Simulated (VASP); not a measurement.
Set up this calculation in VASP 6.6.1, as the native input.

```
Task                   : single point
Functional             : r2SCAN
Potentials or basis    : VASP PAW PBE potentials, release 64 (Ba_sv, Zr_sv, O)
Cutoff                 : 520 eV
k mesh                 : 6 × 6 × 6
Occupations            : gaussian, width 0.01 eV
Spin                   : non-collinear spin, zero start, spin-orbit coupling
Starting moments       : [[0.0, 0.0, 0.0], [0.0, 0.0, 0.0], [0.0, 0.0, 0.0], [0.0, 0.0, 0.0], [0.0, 0.0, 0.0]] μB
Dipole correction      : no
Further INCAR settings : ALGO = Normal; EDIFF = 1e-07; NBANDS = 55
```

The system is BaZrO3.

```xyz
5
Lattice="4.1212 0.0000 0.0000 0.0000 4.1212 0.0000 0.0000 0.0000 4.1212" Properties=species:S:1:pos:R:3 pbc="T T T"
Ba    0.0000    0.0000    0.0000
Zr    2.0606    2.0606    2.0606
O     2.0606    2.0606    0.0000
O     2.0606    0.0000    2.0606
O     0.0000    2.0606    2.0606
```

This cell differs from its parent crystal: strain -2.0%.

One way to write it, as run:

POSCAR

```
BaZrO3
1.0
    4.1212478159      0.0000000000      0.0000000000
    0.0000000000      4.1212478159      0.0000000000
    0.0000000000      0.0000000000      4.1212478159
Ba Zr O
1 1 3
Direct
    0.0000000000      0.0000000000      0.0000000000
    0.5000000000      0.5000000000      0.5000000000
    0.5000000000      0.5000000000      0.0000000000
    0.5000000000      0.0000000000      0.5000000000
    0.0000000000      0.5000000000      0.5000000000
```

INCAR.step1

```
SYSTEM = BaZrO3
PREC = Accurate ; ENCUT = 520
ISMEAR = 0 ; SIGMA = 0.01
LREAL = .False. ; LASPH = .True.
NELM = 150 ; MAGMOM = 0 0 0 0 0 0 0 0 0 0 0 0 0 0 0
LSORBIT = .True. ; GGA_COMPAT = .False.
LMAXMIX = 4 ; NBANDS = 55
GGA = PE ; ALGO = Normal
EDIFF = 1E-4 ; LWAVE = .True.
LCHARG = .False.
```

INCAR.step2

```
SYSTEM = BaZrO3
PREC = Accurate ; ENCUT = 520
EDIFF = 1E-7 ; ISMEAR = 0
SIGMA = 0.01 ; LREAL = .False.
LASPH = .True. ; NELM = 150
ALGO = Normal ; ISIF = 2
LWAVE = .False. ; LCHARG = .True.
MAGMOM = 0 0 0 0 0 0 0 0 0 0 0 0 0 0 0 ; LORBIT = 11
LSORBIT = .True. ; GGA_COMPAT = .False.
LORBMOM = .True. ; LMAXMIX = 4
METAGGA = R2SCAN ; LMIXTAU = .True.
LVHAR = .True. ; NBANDS = 55
ISTART = 1
```

KPOINTS

```
Automatic mesh
0
Gamma
  6 6 6
  0 0 0
```

Potentials or basis: VASP PAW PBE potentials, release 64 (Ba_sv, Zr_sv, O).

Launch:

```console
$ cat potpaw_PBE.64/Ba_sv/POTCAR potpaw_PBE.64/Zr_sv/POTCAR potpaw_PBE.64/O/POTCAR > POTCAR
$ cp INCAR.step1 INCAR
$ mpirun -np 1 vasp_ncl > vasp.out
$ cp INCAR.step2 INCAR
$ mpirun -np 1 vasp_ncl > vasp.out
```

Results of the run:

| Quantity | Value |
| --- | --- |
| Pressure | 12.6 GPa |
| Net moment | 0.00 μB per cell |
| Valence electrons inside the program's atomic spheres | Ba 7.95; Zr 9.75; O 5.11 |

Caveat: the cell differs from its parent crystal (strain -2.0%); the cell stands under pressure; the PAW data sets were made with another functional, which shifts forces and pressure a little.

It took 23 min on 1 thread of Oxide Virtual Turin-like Processor (shared host), peak memory 0.41 GiB.
